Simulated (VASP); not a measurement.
# BeAl (P6/mmm) in VASP: a series of runs

Runs on BeAl. Level: PBE. Tasks: single point, relaxation of cell and atoms.

All numbers are computed with VASP 6.6.1; they aren't measurements. Logs are shortened: lines on timing, memory, paths and dates and some standing lists are left out, and cuts for length are marked.

## 1. The cell of the first run

It takes space group P6/mmm (No. 191, hexagonal). Conventional cell: a = 2.557 Å, b = 2.557 Å, c = 5.296 Å, α = 90.00°, β = 90.00°, γ = 120.00°. Be (site symmetry 6/mmm) has 6 Be at 2.56 Å and 2 Al at 2.65 Å within 3.4 Å. Within 3.4 Å of Al (site symmetry 6/mmm) lie 6 Al at 2.56 Å and 2 Be at 2.65 Å.

The cell was generated, and may not be a known phase.

## 2. Single point, PBE

Input file INCAR:

```
SYSTEM = BeAl
PREC = Accurate
ENCUT = 520
EDIFF = 1E-7
ISMEAR = 0
SIGMA = 0.1
LREAL = .False.
LASPH = .True.
NELM = 100
ALGO = Normal
ISIF = 2
LWAVE = .False.
LCHARG = .False.
GGA = PE
NBANDS = 10
```

Input file KPOINTS:

```
Automatic mesh
0
Gamma
  24 24 12
  0 0 0
```

Input file POSCAR:

```
BeAl
1.0
    2.5566948304      0.0000000000      0.0000000000
   -1.2783474152      2.2141626729      0.0000000000
    0.0000000000      0.0000000000      5.2955705157
Be Al
1 1
Direct
    0.0000000000      0.0000000000      0.5000000000
    0.0000000000      0.0000000000      0.0000000000
```

Potentials or basis: VASP PAW PBE potentials, release 64 (Be, Al).

Run with:

```sh
$ cat potpaw_PBE.64/Be/POTCAR potpaw_PBE.64/Al/POTCAR > POTCAR
$ mpirun -np 1 vasp_std > vasp.out
```

OUTCAR:

```text
SYSTEM = BeAl
   PREC = Accurate
   ENCUT = 520
   EDIFF = 1E-7
   ISMEAR = 0
   LREAL = .False.
   LASPH = .True.
   NELM = 100
   ISIF = 2
   GGA = PE

 ion  position               nearest neighbor table
   1  0.000  0.000  0.500-   2 2.65   2 2.65
   2  0.000  0.000  0.000-   1 2.65   1 2.65

  LATTYP: Found a hexagonal cell.
 ALAT       =     2.5566948304
 C/A-ratio  =     2.0712563943

  Lattice vectors:

 A1 = (   2.5566948304,   0.0000000000,   0.0000000000)
 A2 = (  -1.2783474152,   2.2141626729,   0.0000000000)
 A3 = (   0.0000000000,   0.0000000000,   5.2955705157)

Analysis of symmetry for initial positions (statically):
=====================================================================
 Subroutine PRICEL returns:
 Original cell was already a primitive cell.

 Routine SETGRP: Setting up the symmetry group for a
 hexagonal supercell.

 Subroutine GETGRP returns: Found 24 space group operations
 (whereof 24 operations were pure point group operations)
 out of a pool of 24 trial point group operations.

The static configuration has the point symmetry D_6h.

Analysis of symmetry for dynamics (positions and initial velocities):
=====================================================================
 Subroutine PRICEL returns:
 Original cell was already a primitive cell.

 Routine SETGRP: Setting up the symmetry group for a
 hexagonal supercell.

 Subroutine GETGRP returns: Found 24 space group operations
 (whereof 24 operations were pure point group operations)
 out of a pool of 24 trial point group operations.

The dynamic configuration has the point symmetry D_6h.

 Subroutine INISYM returns: Found 24 space group operations
 (whereof 24 operations are pure point group operations),
 and found     1 'primitive' translations

----------------------------------------------------------------------------------------

                                     Primitive cell

  volume of cell :      29.9779

  direct lattice vectors                    reciprocal lattice vectors
     2.556694830  0.000000000  0.000000000     0.391129981  0.225819000  0.000000000
    -1.278347415  2.214162673  0.000000000     0.000000000  0.451637999  0.000000000
     0.000000000  0.000000000  5.295570516     0.000000000  0.000000000  0.188837066

  length of vectors
     2.556694830  2.556694830  5.295570516     0.451637999  0.451637999  0.188837066

  position of ions in fractional coordinates (direct lattice)
     0.000000000  0.000000000  0.500000000
     0.000000000  0.000000000  0.000000000

  ion indices of the primitive-cell ions
   primitive index   ion index
                 1           1
                 2           2

----------------------------------------------------------------------------------------

 KPOINTS: Automatic mesh

Automatic generation of k-mesh.
 Grid dimensions read from file:
 generate k-points for:   24   24   12

 Generating k-lattice:

  Cartesian coordinates                     Fractional coordinates (reciprocal lattice)
     0.016297083  0.009409125  0.000000000     0.041666667 -0.000000000  0.000000000
     0.000000000  0.018818250  0.000000000     0.000000000  0.041666667  0.000000000
     0.000000000  0.000000000  0.015736422     0.000000000  0.000000000  0.083333333

  Length of vectors
     0.018818250  0.018818250  0.015736422

  Shift w.r.t. Gamma in fractional coordinates (k-lattice)
     0.000000000  0.000000000  0.000000000

 Subroutine IBZKPT returns following result:
 ===========================================

 Found    427 irreducible k-points:

 Following reciprocal coordinates:
            Coordinates               Weight
  0.000000  0.000000  0.000000      1.000000
  0.041667  0.000000  0.000000      6.000000
  0.083333  0.000000  0.000000      6.000000
  0.125000  0.000000  0.000000      6.000000
  0.166667  0.000000  0.000000      6.000000
  0.208333  0.000000  0.000000      6.000000
[... 16 lines left out ...]
  0.416667  0.041667  0.000000     12.000000
  0.458333  0.041667  0.000000     12.000000
 [... further k-points ...]
   k-points           NKPTS =    427   k-points in BZ     NKDIM =    427   number of bands    NBANDS=     10
   number of dos      NEDOS =    301   number of ions     NIONS =      2
   total plane-waves  NPLWV =  16000
   dimension x,y,z NGX =    20 NGY =   20 NGZ =   40
   dimension x,y,z NGXF=    40 NGYF=   40 NGZF=   80
   ions per type =               1   1
   NGX,Y,Z   is equivalent  to a cutoff of  13.00, 13.00, 12.56 a.u.
   NGXF,Y,Z  is equivalent  to a cutoff of  26.01, 26.01, 25.11 a.u.
 SYSTEM =  BeAl
   PREC   = accura    normal or accurate (medium, high low for compatibility)
   ISTART =      0    job   : 0-new  1-cont  2-samecut
   ICHARG =      2    charge: 1-file 2-atom 10-const
   ISPIN  =      1    spin polarized calculation?
   LNONCOLLINEAR =      F non collinear calculations
   LSORBIT =      F    spin-orbit coupling
   LASPH  =      T    aspherical Exc in radial PAW
   ENCUT  =  520.0 eV  38.22 Ry    6.18 a.u.   4.75  4.75  9.85*2*pi/ulx,y,z
   NELM   =    100;   NELMIN=  2; NELMDL= -5     # of ELM steps
   EDIFF  = 0.1E-06   stopping-criterion for ELM
   LREAL  =      F    real-space projection
   EDIFFG = 0.1E-05   stopping-criterion for IOM
   NSW    =      0    number of steps for IOM
   IBRION =     -1    ionic relax: 0-MD 1-quasi-New 2-CG
   NFREE  =      0    steps in history (QN), initial steepest desc. (CG)
   ISIF   =      2    stress and relaxation
   ISYM   =      2    0-nonsym 1-usesym 2-fastsym
   POTIM  = 0.5000    time-step for ionic-motion
   TEBEG  =    0.0;   TEEND  =   0.0 temperature during run
   PSTRESS=    0.0 pullay stress
   NELECT =       5.0000    total number of electrons
   NUPDOWN=      -1.0000    fix difference up-down
   EMIN   =  10.00;   EMAX   =-10.00  energy-range for DOS
   EFERMI =   0.00;   METHOD = LEGACY
   ISMEAR =     0;   SIGMA  =   0.10  broadening in eV -4-tet -1-fermi 0-gaus
   EFERMI_NEDOS =   21; number of points for ismear=-14 and -15
   IALGO  =     38    algorithm
   IMIX   =      4    mixing-type and parameters
     AMIX     =   0.40;   BMIX     =  1.00
     AMIX_MAG =   1.60;   BMIX_MAG =  1.00
  volume/ion in A,a.u.               =      14.99       101.15
  Fermi-wavevector in a.u.,A,eV,Ry     =   0.901151  1.702929 11.048936  0.812074
  Thomas-Fermi vector in A             =   2.024197
   LORBIT       =      0    0 simple, 1 ext, 2 COOP (PROOUT), +10 PAW based schemes
   GGA     = PE    functional components
   LHFCALC =     F    Hartree Fock is set to
   AEXX    =    0.0000 exact exchange contribution
   IVDW    =     0    specifies the selected vdW correction
   LEPSILON=     F    determine dielectric tensor
   LRPA    =     F    only Hartree local field effects (RPA)
 non-spin polarized calculation
 Gauss-broadening in eV      SIGMA  =   0.10
  energy-cutoff  :      520.00
  volume of cell :       29.98
 maximum number of plane-waves:       836
 NGX is ok and might be reduce to    20
   NGX =  9   NGY =  9   NGZ = 19

 number of electron       5.0000000 magnetization

 Free energy of the ion-electron system (eV)
  ---------------------------------------------------
  ext. energy  EPLUGINS =         0.00000000
  ---------------------------------------------------
  free energy    TOTEN  =        -6.13520941 eV

  energy without entropy =       -6.13148864  energy(sigma->0) =       -6.13334902

 E-fermi :   5.5592     XC(G=0):  -9.5941

 val. band max:        5.5591439125   @ k =   0.2083   0.0000   0.3333
 cond. band min:       5.5596083888   @ k =   0.3750   0.0833   0.4167
 fundamental gap:      0.0004644762
 Fermi energy:         5.5591550581

 k-point     1 :       0.0000    0.0000    0.0000
  band No.  band energies     occupation
      1      -4.6529      2.00000
      2       0.9070      2.00000
      3       0.9914      2.00000
      4      13.5497      0.00000
      5      15.7916      0.00000
      6      18.9031      0.00000
      7      18.9031      0.00000
      8      21.2942      0.00000
      9      21.2942      0.00000
     10      24.5773      0.00000

 k-point     2 :       0.0417    0.0000    0.0000
  band No.  band energies     occupation
      1      -4.6019      2.00000
      2       0.9485      2.00000
      3       1.0410      2.00000
      4      13.5893      0.00000
      5      15.7394      0.00000
      6      18.7396      0.00000
      7      18.7458      0.00000
      8      20.6210      0.00000
      9      21.1802      0.00000
     10      24.4744      0.00000

 k-point     3 :       0.0833    0.0000    0.0000
  band No.  band energies     occupation
      1      -4.4492      2.00000
      2       1.0726      2.00000
      3       1.1897      2.00000
      4      13.7070      0.00000
      5      15.5256      0.00000
      6      18.1877      0.00000
      7      18.3391      0.00000
      8      19.4799      0.00000
      9      20.8766      0.00000
     10      24.0029      0.00000

 k-point     4 :       0.1250    0.0000    0.0000
  band No.  band energies     occupation
      1      -4.1953      2.00000
      2       1.2790      2.00000
      3       1.4371      2.00000
      4      13.8980      0.00000
      5      14.9483      0.00000
      6      17.3059      0.00000
      7      17.8037      0.00000
      8      18.6105      0.00000
      9      20.4608      0.00000
     10      23.1227      0.00000
[... 222 lines left out ...]
 k-point    22 :       0.3750    0.0417    0.0000
  band No.  band energies     occupation
      1      -0.1424      2.00000
      2       4.4429      2.00000
      3       5.3906      1.98286
      4       5.7698      0.00290
      5      10.5099      0.00000
      6      11.7025      0.00000
      7      14.2491      0.00000
      8      17.0419      0.00000
      9      17.6731      0.00000
     10      18.4398      0.00000

 k-point    23 :       0.4167    0.0417    0.0000
  band No.  band energies     occupation
      1       0.7907      2.00000
      2       4.4899      2.00000
      3       5.0514      2.00000
      4       6.2554      0.00000
      5       9.6244      0.00000
      6      10.5082      0.00000
      7      14.0747      0.00000
      8      16.8981      0.00000
      9      18.1643      0.00000
     10      18.3785      0.00000

 k-point    24 :       0.4583    0.0417    0.0000
  band No.  band energies     occupation
      1       1.6824      2.00000
      2       3.4311      2.00000
      3       5.4653      1.81574
      4       6.9714      0.00000
      5       9.0626      0.00000
      6       9.6204      0.00000
      7      13.9876      0.00000
      8      16.8237      0.00000
      9      18.3452      0.00000
     10      18.4924      0.00000

 [... further k-points ...]

------------------------ aborting loop because EDIFF is reached ----------------------------------------

  FORCE on cell =-STRESS in cart. coord.  units (eV):
  Direction    XX          YY          ZZ          XY          YZ          ZX
  --------------------------------------------------------------------------------------
  -------------------------------------------------------------------------------------
  Total        0.0017855      0.0017855      0.0021548     -0.0000000      0.0000000      0.0000000
  in kB        0.0954288      0.0954288      0.1151624     -0.0000000      0.0000000      0.0000000
  external PRESSURE =       0.1020067 kB  Pullay stress =       0.0000000 kB

 VOLUME and BASIS-vectors are now :
 -----------------------------------------------------------------------------
  energy-cutoff  :      520.00
  volume of cell :       29.98
      direct lattice vectors                 reciprocal lattice vectors
     2.556694830  0.000000000  0.000000000     0.391129981  0.225819000  0.000000000
    -1.278347415  2.214162673  0.000000000     0.000000000  0.451637999  0.000000000
     0.000000000  0.000000000  5.295570516     0.000000000  0.000000000  0.188837066

 POSITION                                       TOTAL-FORCE (eV/Angst)
 -----------------------------------------------------------------------------------
      0.00000      0.00000      2.64779        -0.000000      0.000000      0.000000
      0.00000      0.00000      0.00000         0.000000      0.000000      0.000000
 -----------------------------------------------------------------------------------
    total drift:                               -0.000000      0.000000      0.000000

  FREE ENERGIE OF THE ION-ELECTRON SYSTEM (eV)
  ---------------------------------------------------
  free  energy   TOTEN  =        -6.1352094110 eV

  energy  without entropy=       -6.1314886386  energy(sigma->0) =       -6.13334902
```

It took 38 s on 1 thread of Intel Xeon 6975P-C (Granite Rapids), shared host; peak memory 0.24 GiB.

Results:

```yaml
Free_energy: -6.1352 eV
Pressure: 0.0 GPa
Band_gap_on_the_k_mesh: zero (an odd number of electrons rules out a gap without spin polarisation)
```

Levels at points of the mesh, in eV from the Fermi level:
```
           k point  band 1  band 2  band 3  band 4  band 5  band 6
(0.00, 0.00, 0.00)  -10.21   -4.65   -4.57    7.99   10.23   13.34
(0.50, 0.00, 0.00)   -3.71   -2.39   -0.07    1.51    3.42    3.87
(0.00, 0.00, 0.50)   -9.83   -7.27    0.62    1.66   13.40   13.40
(0.50, 0.00, 0.50)   -3.09   -2.07   -1.72    0.09    5.91    7.35
```

## 3. Relaxation of cell and atoms, PBE

This run uses another cell than the first one, of 15.23 Å³/atom.

Input file INCAR:

```
SYSTEM = BeAl
PREC = Accurate ; ENCUT = 600
EDIFF = 1E-6 ; ISMEAR = 0
SIGMA = 0.1 ; LREAL = .False.
LASPH = .True. ; NELM = 100
ALGO = Fast ; ISIF = 3
LWAVE = .False. ; LCHARG = .False.
GGA = PE ; IBRION = 2
NSW = 100 ; EDIFFG = -0.01
```

Input file KPOINTS:

```
regular mesh
0
Gamma
  24 24 12
  0 0 0
```

Input file POSCAR:

```
BeAl
1.0
    2.7050174679      0.0000000000      0.0000000000
   -1.3525087339      2.3426138449      0.0000000000
    0.0000000000      0.0000000000      4.8061349572
Be Al
1 1
Direct
    0.0000000000      0.0000000000      0.5000000000
    0.0000000000      0.0000000000      0.0000000000
```

Potentials or basis: VASP PAW PBE potentials, release 64 (Be, Al).

Run with:

```sh
$ cat potpaw_PBE.64/Be/POTCAR potpaw_PBE.64/Al/POTCAR > POTCAR
$ mpirun -np 1 vasp_std > vasp.out
```

Wall time 1.9 min (1 thread of Intel Xeon 6975P-C (Granite Rapids), shared host); peak memory 0.27 GiB.

Results (log left out):

- Free energy: -6.1353 eV
- Relaxed volume: 14.99 Å³/atom
- Relaxed cell: a = 2.557 Å, b = 2.557 Å, c = 5.295 Å, α = 90.00°, β = 90.00°, γ = 120.00°
- Space group after relaxing (to 0.1 Å): P6/mmm (No. 191)
- Energy gained by relaxing: 71.1 meV/atom
- Ionic steps: 8
- Pressure after relaxing: 0.0 GPa
- Band gap on the k mesh: zero (an odd number of electrons rules out a gap without spin polarisation)

Step by step:
| step | energy change (eV) | largest force (eV/Å) | pressure (GPa) | volume (Å³) |
| --- | --- | --- | --- | --- |
| 1 | 0.0000 | 0.0000 | -0.94 | 30.46 |
| 2 | -0.0748 | 0.0000 | -1.00 | 30.03 |
| 3 | -0.1186 | 0.0000 | 4.16 | 28.81 |
| 4 | -0.1364 | 0.0000 | 1.04 | 29.35 |
| 5 | -0.1378 | 0.0000 | 1.68 | 29.22 |
| 6 | -0.1420 | 0.0000 | -0.22 | 30.05 |
| 7 | -0.1420 | 0.0000 | -0.09 | 29.99 |
| 8 | -0.1421 | 0.0000 | 0.00 | 29.98 |

Final structure:
```
CELL_PARAMETERS angstrom
2.55694 0.00000 0.00000
-1.27847 2.21437 0.00000
0.00000 0.00000 5.29454
ATOMIC_POSITIONS crystal
Be 0.00000 0.00000 0.50000
Al 0.00000 0.00000 0.00000
```

Levels at points of the mesh, in eV from the Fermi level:
| k point | band 1 | band 2 | band 3 | band 4 | band 5 | band 6 |
| --- | --- | --- | --- | --- | --- | --- |
| (0.00, 0.00, 0.00) | -10.21 | -4.65 | -4.57 | 8.00 | 10.24 | 13.34 |
| (0.50, 0.00, 0.00) | -3.71 | -2.39 | -0.07 | 1.51 | 3.42 | 3.87 |
| (0.00, 0.00, 0.50) | -9.83 | -7.27 | 0.62 | 1.66 | 13.40 | 13.40 |
| (0.50, 0.00, 0.50) | -3.09 | -2.07 | -1.72 | 0.09 | 5.91 | 7.35 |
